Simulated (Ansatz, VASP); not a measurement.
One calculation of HC12, two programs

The input INCAR:

```
PREC = Accurate
ENCUT = 520
EDIFF = 1E-6
ISMEAR = 0
SIGMA = 0.05
LREAL = Auto
LASPH = True
NELM = 60
ALGO = Normal
ISIF = 2
LWAVE = False
LCHARG = False
LDIPOL = True
IDIPOL = 3
DIPOL = 0.5 0.5 0.294
GGA = PE
NBANDS = 68
```

Contents of KPOINTS:

```
regular mesh
0
Gamma
  5 5 1
```

The input POSCAR:

```
HC12
1.0
    5.0509324483      0.0000000000      0.0000000000
    0.0000000000      5.0509324483      0.0000000000
    0.0000000000      0.0000000000     22.3754933530
C H
24 2
Direct
    0.0000000000      0.2500000000      0.1787670080
    0.0000000000      0.7500000000      0.1787670080
    0.5000000000      0.2500000000      0.1787670080
    0.5000000000      0.7500000000      0.1787670080
    0.0000000000      0.0000000000      0.2186716990
    0.0000000000      0.5000000000      0.2186716990
    0.5000000000      0.0000000000      0.2186716990
    0.5000000000      0.5000000000      0.2186716990
    0.2500000000      0.0000000000      0.2585763899
    0.2500000000      0.5000000000      0.2585763899
    0.7500000000      0.0000000000      0.2585763899
    0.7500000000      0.5000000000      0.2585763899
    0.2500000000      0.2500000000      0.2976014419
    0.2500000000      0.7500000000      0.2976014419
    0.7500000000      0.2500000000      0.2976014419
    0.7500000000      0.7500000000      0.2976014419
    0.0000000000      0.2500000000      0.3394883053
    0.0000000000      0.7500000000      0.3394883053
    0.5000000000      0.2500000000      0.3394883053
    0.5000000000      0.7500000000      0.3394883053
    0.0000000000      0.0000000000      0.3743154719
    0.0000000000      0.5000000000      0.3743154719
    0.5000000000      0.0000000000      0.3743154719
    0.5000000000      0.5000000000      0.3743154719
    0.9257562829      0.3750000000      0.4905140271
    1.0742437171      0.3750000000      0.4905140271
```

Input for Ansatz:

```yaml
crystal:
  lattice:
    - [5.0509324483, 0.0, 0.0]
    - [0.0, 5.0509324483, 0.0]
    - [0.0, 0.0, 22.375493353]
  atoms:
    - { symbol: C, position: [0.0, 0.25, 0.178767008] }
    - { symbol: C, position: [0.0, 0.75, 0.178767008] }
    - { symbol: C, position: [0.5, 0.25, 0.178767008] }
    - { symbol: C, position: [0.5, 0.75, 0.178767008] }
    - { symbol: C, position: [0.0, 0.0, 0.218671699] }
    - { symbol: C, position: [0.0, 0.5, 0.218671699] }
    - { symbol: C, position: [0.5, 0.0, 0.218671699] }
    - { symbol: C, position: [0.5, 0.5, 0.218671699] }
    - { symbol: C, position: [0.25, 0.0, 0.2585763899] }
    - { symbol: C, position: [0.25, 0.5, 0.2585763899] }
    - { symbol: C, position: [0.75, 0.0, 0.2585763899] }
    - { symbol: C, position: [0.75, 0.5, 0.2585763899] }
    - { symbol: C, position: [0.25, 0.25, 0.2976014419] }
    - { symbol: C, position: [0.25, 0.75, 0.2976014419] }
    - { symbol: C, position: [0.75, 0.25, 0.2976014419] }
    - { symbol: C, position: [0.75, 0.75, 0.2976014419] }
    - { symbol: C, position: [0.0, 0.25, 0.3394883053] }
    - { symbol: C, position: [0.0, 0.75, 0.3394883053] }
    - { symbol: C, position: [0.5, 0.25, 0.3394883053] }
    - { symbol: C, position: [0.5, 0.75, 0.3394883053] }
    - { symbol: C, position: [0.0, 0.0, 0.3743154719] }
    - { symbol: C, position: [0.0, 0.5, 0.3743154719] }
    - { symbol: C, position: [0.5, 0.0, 0.3743154719] }
    - { symbol: C, position: [0.5, 0.5, 0.3743154719] }
    - { symbol: H, position: [0.9257562829, 0.375, 0.4905140271] }
    - { symbol: H, position: [1.0742437171, 0.375, 0.4905140271] }
basis:
  ecutwfc: 420
kpoints:
  mp_grid: { grid: [5, 5, 1] }
hamiltonian:
  xc: pbe
  pseudopotentials: { kind: paw, azcp: { folder: soft_1 } }
scf:
  occupations: { method: gaussian, width: 0.05 }
output:
  forces: true
  eigenvalues: true
efield:
  axis: 3
  dipole_correction: true
  ramp_width: 0.04
```

Alike in both runs: task single point; functional PBE; k mesh 5 × 5 × 1; occupations gaussian, width 0.05 eV; no spin polarisation.

```csv
,VASP,Ansatz
version,VASP 6.6.1,Ansatz 0.2.0
potentials or method,"VASP PAW PBE potentials, release 64 (C, H), cutoff 520 eV","scalar-relativistic, plane waves, PAW"
valence electrons in the cell,98,98
```

VASP gave:

- gap on the k mesh at the Fermi level (eV): none
- rms of the force components (eV/Å): 0.776

Question: What did Ansatz give for the same quantities?

Answer: gap on the k mesh at the Fermi level (eV): none; rms of the force components (eV/Å): 0.781.

Atom by atom the forces differ by 0.014 eV/Å (rms over components). A gap of «none» marks a metal or a gap that the smearing closes.
